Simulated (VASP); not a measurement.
## Si62As (a cell with a defect): single point with LDA

System: Si62As (a cell with a defect).

```xyz
63
Lattice="10.8600 0.0000 0.0000 0.0000 10.8600 0.0000 0.0000 0.0000 10.8600" Properties=species:S:1:pos:R:3 pbc="T T T"
Si    5.4468   -0.0031   -0.0181
Si    6.7262    1.4175    1.3798
Si    8.1463    2.7061    0.0216
Si    9.4696    4.1349    1.4257
Si    8.1467    0.0402    2.6494
Si    9.5048    1.3601    4.0648
Si    0.0708   -0.0110   -0.0505
Si    1.3484    1.3879    1.3702
Si    2.7182    2.7172    0.0027
Si    4.0590    4.0951    1.3695
Si    5.4595    5.3777   -0.0290
Si    6.7660    6.8026    1.3439
Si    8.1410    8.1509   -0.0094
Si    9.5034    9.5623    1.3024
Si    2.7308    0.0062    2.6977
Si    4.1625    1.2530    4.1077
Si    5.3961    2.7462    2.7645
Si    6.8040    4.1104    4.0943
Si    8.1093    5.5449    2.7882
Si    5.6087   -0.1765    5.3837
Si    6.8063    1.3168    6.7655
Si    8.1515    2.7178    5.4278
Si    9.5197    4.1001    6.7646
Si    8.1784   -0.0867    8.0658
Si    9.5042    1.3226    9.4981
Si   -0.0112    5.4549    0.0480
Si    1.1912    6.8394    1.5357
Si    2.6241    8.1025    0.0958
Si    4.0566    9.5115    1.3395
Si   -0.0099    2.7446    2.7341
Si    1.4104    4.0192    4.1092
Si    2.6767    5.4422    2.7347
Si    4.0776    6.7916    4.0728
Si    5.4198    8.1431    2.6915
Si    7.0065    9.3340    3.9455
Si    0.0228    0.0135    5.4239
Si    1.3349    1.3975    6.8458
Si    2.7746    2.6328    5.4428
Si    4.0889    4.0668    6.7810
Si    5.4493    5.4611    5.4544
Si    6.7367    6.8289    6.8573
Si    9.5368    9.4058    6.6557
Si    2.7288   -0.0185    8.1159
Si    4.0690    1.3487    9.4982
Si    5.4352    2.6814    8.1238
Si    6.8260    4.0287    9.4673
Si    8.1254    5.4450    8.1161
Si    9.4961    6.7821    9.4993
Si   -0.2075    8.2735    2.8661
Si    1.3664    9.5270    4.0744
Si    0.0619    5.3796    5.4121
Si    1.3526    6.7757    6.7743
Si    2.7092    8.1440    5.4222
Si    4.1117    9.4791    6.7671
Si   -0.0425    2.7528    8.1855
Si    1.3509    4.0941    9.5346
Si    2.7047    5.4215    8.1420
Si    4.0113    6.7590    9.5806
Si    5.3676    8.1111    8.2064
Si    6.7937    9.4875    9.4744
Si   -0.0184    8.1234    8.1119
Si    1.3899    9.4595    9.4751
As    8.8390    7.6653    4.5011
```

```json
{
 "Program": "VASP 6.6.1",
 "Task": "single point",
 "Functional": "LDA",
 "Potentials or basis": "VASP PAW LDA potentials, release 64 (Si, As)",
 "Cutoff": "520 eV",
 "k mesh": "1 × 1 × 1",
 "Occupations": "gaussian, width 0.05 eV",
 "Spin": "collinear spin, zero start"
}
```

```json
{
  "Largest force": "0.032 eV/Å",
  "Net moment": "0.00 μB per cell",
  "Valence electrons inside the program's atomic spheres": "Si 1.71, 1.72, 1.70, 1.69, 1.66, 1.67 (each value once); As 2.71"
}
```

Forces in eV/Å, atoms in the order of the input:
```
Si   0.000 -0.003 -0.002
Si   0.002 -0.004 -0.002
Si  -0.003  0.000 -0.001
Si   0.004  0.000  0.001
Si  -0.002  0.002  0.001
Si   0.000 -0.002  0.001
Si  -0.002 -0.003  0.001
Si  -0.001 -0.003  0.000
Si   0.001  0.003  0.004
Si   0.000  0.002  0.001
Si  -0.001 -0.004 -0.003
Si   0.002  0.002 -0.001
Si  -0.001 -0.001 -0.001
Si   0.001  0.002  0.000
Si  -0.001  0.003  0.004
Si   0.003 -0.003 -0.002
Si  -0.002  0.001  0.003
Si   0.000  0.000  0.000
Si   0.000  0.002  0.002
Si   0.000  0.000  0.000
Si   0.001  0.001  0.000
Si   0.001  0.000  0.000
Si  -0.001  0.001  0.001
Si  -0.001  0.003  0.004
Si   0.001  0.001  0.002
Si  -0.001  0.001  0.000
Si   0.003 -0.006 -0.002
Si   0.001 -0.001 -0.001
Si   0.001  0.002  0.000
Si  -0.001  0.002  0.002
Si   0.002  0.001 -0.002
Si  -0.003  0.003  0.002
Si   0.000 -0.003  0.001
Si  -0.004 -0.003  0.000
Si  -0.014  0.017 -0.006
Si   0.002  0.002  0.000
Si   0.001 -0.005 -0.004
Si  -0.004  0.000  0.004
Si   0.003  0.003 -0.005
Si  -0.003  0.000  0.001
Si   0.000  0.000 -0.006
Si   0.001  0.002 -0.001
Si   0.002  0.001 -0.001
Si   0.001 -0.002 -0.001
Si  -0.001 -0.005 -0.001
Si   0.001  0.003  0.000
Si  -0.002  0.001 -0.001
Si   0.002 -0.001  0.001
Si   0.011  0.007 -0.007
Si   0.004  0.001  0.000
Si  -0.002  0.000 -0.004
Si   0.001 -0.001 -0.001
Si  -0.002  0.001 -0.003
Si   0.001  0.000  0.001
Si  -0.004  0.002  0.000
Si   0.002 -0.001 -0.001
Si  -0.001  0.002  0.000
Si   0.003  0.002  0.003
Si   0.000  0.002  0.001
Si   0.002  0.000  0.000
Si   0.000 -0.001 -0.002
Si  -0.001 -0.001  0.000
As  -0.004 -0.024  0.021
```

Levels at points of the mesh, in eV from the Fermi level:
Spin up:
| k point | band 125 | band 126 | band 127 | band 128 | band 129 | band 130 |
| --- | --- | --- | --- | --- | --- | --- |
| (0.00, 0.00, 0.00) | -0.87 | -0.35 | -0.11 | 0.00 | 0.06 | 0.17 |
Spin down:
```
           k point  band 124  band 125  band 126  band 127  band 128  band 129  band 130  band 131
(0.00, 0.00, 0.00)     -0.88     -0.87     -0.35     -0.11      0.00      0.06      0.17      0.18
```

Run time: 10 min on 1 thread of Intel(R) Xeon(R) Platinum 8259CL CPU @ 2.50GHz (Skylake/Cascade Lake) (shared host), peak memory 0.87 GiB.

Caveat: the k points lie up to 0.58 Å⁻¹ apart; the cell carries a net charge on a neutralising background, which shifts energy and pressure; the cell is charged against a uniform background, so pressure and absolute levels hang on convention.
